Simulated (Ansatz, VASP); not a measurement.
Ta4O: VASP beside Ansatz

The input INCAR:

```
SYSTEM = Ta4O
  PREC = Accurate
  ENCUT = 520
  EDIFF = 1E-6
  ISMEAR = 0
  SIGMA = 0.15
  LREAL = .False.
  LASPH = .True.
  NELM = 60
  ALGO = Normal
  ISIF = 2
  LWAVE = .False.
  LCHARG = .False.
  GGA = PE
  NBANDS = 33
```

KPOINTS

```
regular mesh
0
Gamma
  14 14 8
  0 0 0
```

The input POSCAR:

```
Ta4O
1.0
    2.7665009883      0.0000000000      0.0000000000
    0.0000000000      3.2547070451      0.0000000000
    0.0000000000      0.0000000000      7.3953866605
Ta O
4 1
Direct
    0.0000000000      0.0000000000      0.5000000000
    0.5000000000      0.5000000000      0.7829127297
    0.5000000000      0.5000000000      0.2170872703
    0.0000000000      0.0000000000      0.0000000000
    0.5000000000      0.5000000000      0.5000000000
```

Input for Ansatz:

```yaml
crystal:
  lattice:
    - [2.7665009883, 0.0, 0.0]
    - [0.0, 3.2547070451, 0.0]
    - [0.0, 0.0, 7.3953866605]
  atoms:
    - { symbol: Ta, position: [0.0, 0.0, 0.5] }
    - { symbol: Ta, position: [0.5, 0.5, 0.7829127297] }
    - { symbol: Ta, position: [0.5, 0.5, 0.2170872703] }
    - { symbol: Ta, position: [0.0, 0.0, 0.0] }
    - { symbol: O, position: [0.5, 0.5, 0.5] }
basis:
  ecutwfc: 420
kpoints:
  mp_grid: { grid: [14, 14, 8] }
hamiltonian:
  xc: pbe
scf:
  occupations: { method: gaussian, width: 0.15 }
output:
  forces: true
  stress: true
  eigenvalues: true
  write_density: true
  write_potential: true
  elf: true
  volumetric_format: npy
```

Change from the starting cell: strain -0.1500 x Voigt [1, 0, 0, 0, 0, 0], atoms carried along.

Alike in both runs: task single point; functional PBE; k mesh 14 × 14 × 8; occupations gaussian, width 0.15 eV; no spin polarisation.

```csv
,VASP,Ansatz
version,VASP 6.6.1,Ansatz 0.2.0
potentials or method,"VASP PAW PBE potentials, release 64 (Ta_pv, O), cutoff 520 eV","scalar-relativistic, plane waves, PAW"
valence electrons in the cell,50,58
```

|  | VASP | Ansatz | Ansatz less VASP |
| --- | --- | --- | --- |
| gap on the k mesh at the Fermi level (eV) | none | none | - |
| pressure (GPa) | 51.4 | 50.7 | -0.78 |
| traceless stress, the component that is largest in VASP (GPa) | 13.45 | 13.51 | +0.068 |
| rms of the force components (eV/Å) | 0.436 | 0.443 | +0.0075 |

Atom by atom the forces differ by 0.007 eV/Å (rms over components). A gap of «none» marks a metal or a gap that the smearing closes. Both programs put the cell under a high pressure, so it lies far from rest at this level. With one functional, cell and mesh, what is left measures potentials, basis and numerics. VASP's potentials hold 50 valence electrons a cell and Ansatz's 58, so a difference there can come from the potentials and not from the codes.

Spin-orbit coupling is off throughout.
